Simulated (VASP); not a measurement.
Wanted: the native input for a VASP 6.6.1 run.

```yaml
Task: single point
Functional: r2SCAN
Potentials_or_basis: VASP PAW PBE potentials, release 64 (Li_sv, Se)
Cutoff: 830 eV
k_mesh: 8 × 8 × 8
Occupations: gaussian, width 0.02 eV
Spin: no spin polarisation
Dipole_correction: no
Further_INCAR_settings: ALGO = Normal; EDIFF = 1e-06; NBANDS = 13
```

Li2Se:

```
Li Se
1.0
     0.00000    2.86854    2.86854
     2.86854    0.00000    2.86854
     2.86854    2.86854    0.00000
Li Se
2 1
Direct
  0.25000 0.25000 0.25000
  0.75000 0.75000 0.75000
  0.00000 0.00000 0.00000
```

One way to write it, as run:

POSCAR

```
Li2Se
1.0
    0.0000000000      2.8685358841      2.8685358841
    2.8685358841      0.0000000000      2.8685358841
    2.8685358841      2.8685358841      0.0000000000
Li Se
2 1
Direct
    0.2500000000      0.2500000000      0.2500000000
    0.7500000000      0.7500000000      0.7500000000
    0.0000000000      0.0000000000      0.0000000000
```

INCAR.step1

```
ALGO = Normal
EDIFF = 1E-5
ENCUT = 830
GGA = PE
GGA_COMPAT = F
ISMEAR = 0
LASPH = T
LCHARG = F
LREAL = F
LWAVE = T
NBANDS = 13
NELM = 120
PREC = Accurate
SIGMA = 0.02
```

INCAR.step2

```
ALGO = Normal
EDIFF = 1E-6
ENCUT = 830
GGA_COMPAT = F
ISIF = 2
ISMEAR = 0
ISTART = 1
LASPH = T
LCHARG = F
LMIXTAU = T
LREAL = F
LWAVE = F
METAGGA = R2SCAN
NBANDS = 13
NELM = 120
PREC = Accurate
SIGMA = 0.02
```

KPOINTS

```
k-points
0
Gamma
  8 8 8
```

Potentials or basis: VASP PAW PBE potentials, release 64 (Li_sv, Se).

Command:

```console
$ cat potpaw_PBE.64/Li_sv/POTCAR potpaw_PBE.64/Se/POTCAR > POTCAR
$ cp INCAR.step1 INCAR
$ mpirun -np 1 vasp_std > vasp.out
$ cp INCAR.step2 INCAR
$ mpirun -np 1 vasp_std > vasp.out
```

Results of the run:

```json
{"Pressure": "5.6 GPa", "Band gap on the k mesh": "3.34 eV (least direct gap 4.80 eV)"}
```

Caveat: the cell stands under pressure; the PAW data sets were made with another functional, which shifts forces and pressure a little.

It took 3.9 min on 1 thread of Intel Xeon 8259CL, with other jobs on the host, peak memory 0.27 GiB.
